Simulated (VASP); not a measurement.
Write the native input for VASP 6.6.1 that does the following.

| Item | Value |
| --- | --- |
| Task | relaxation of cell and atoms |
| Functional | PBE |
| Potentials or basis | VASP PAW PBE potentials, release 64 (Hf_pv, Br, F) |
| Cutoff | 600 eV |
| k mesh | 6 × 6 × 4 |
| Occupations | gaussian, width 0.1 eV |
| Spin | no spin polarisation |
| Dipole correction | no |
| Further INCAR settings | ALGO = Normal; EDIFF = 1e-06; IBRION = 2; EDIFFG = -0.04; NSW = 90; ISIF = 3 |

The structure of HfBr2F2 lies in POSCAR:

```
HfBr2F2
1.0
    4.3475435300      0.0000000000      0.0000000000
   -2.1737717700      3.7650831400      0.0000000000
    0.0000000000      0.0000000000      5.9929236800
Hf Br F
1 2 2
Direct
    0.0000000000      0.0000000000      0.0000000000
    0.3333333300      0.6666666700      0.4460000100
    0.6666666700      0.3333333300      0.5539999900
    0.3333333300      0.6666666700      0.2260000000
    0.6666666700      0.3333333300      0.7740000000
```

These files were run (other wordings do the same):

INCAR

```
ALGO = Normal ; EDIFF = 1E-6
EDIFFG = -0.04 ; ENCUT = 600
GGA = PE ; IBRION = 2
ISIF = 3 ; ISMEAR = 0
LASPH = True ; LCHARG = False
LREAL = False ; LWAVE = False
NELM = 80 ; NSW = 90
PREC = Accurate ; SIGMA = 0.1
```

KPOINTS

```
k-points
0
Gamma
  6 6 4
```

Potentials or basis: VASP PAW PBE potentials, release 64 (Hf_pv, Br, F).

Launch:

```sh
$ cat potpaw_PBE.64/Hf_pv/POTCAR potpaw_PBE.64/Br/POTCAR potpaw_PBE.64/F/POTCAR > POTCAR
$ mpirun -np 1 vasp_std > vasp.out
```

It gave:

```
Relaxed volume                         : 18.67 Å³/atom
Relaxed cell                           : a = 3.766 Å, b = 3.766 Å, c = 7.600 Å, α = 90.00°, β = 90.00°, γ = 120.00°
Space group after relaxing (to 0.05 Å) : P-3m1 (No. 164)
Energy gained by relaxing              : 6603.7 meV/atom
Ionic steps                            : 20
Pressure after relaxing                : -0.1 GPa
Largest force after relaxing           : 0.031 eV/Å
Band gap on the k mesh                 : 2.33 eV, direct
```

Caveat: spin-orbit coupling is left out, which moves the levels of the heavy elements; this functional lacks dispersion, which binds the layers, so the pressure and a relaxed spacing across them are unreliable.

Wall time 19 min on 1 thread of Intel Xeon 6975P-C, with other jobs on the host, peak memory 0.31 GiB.
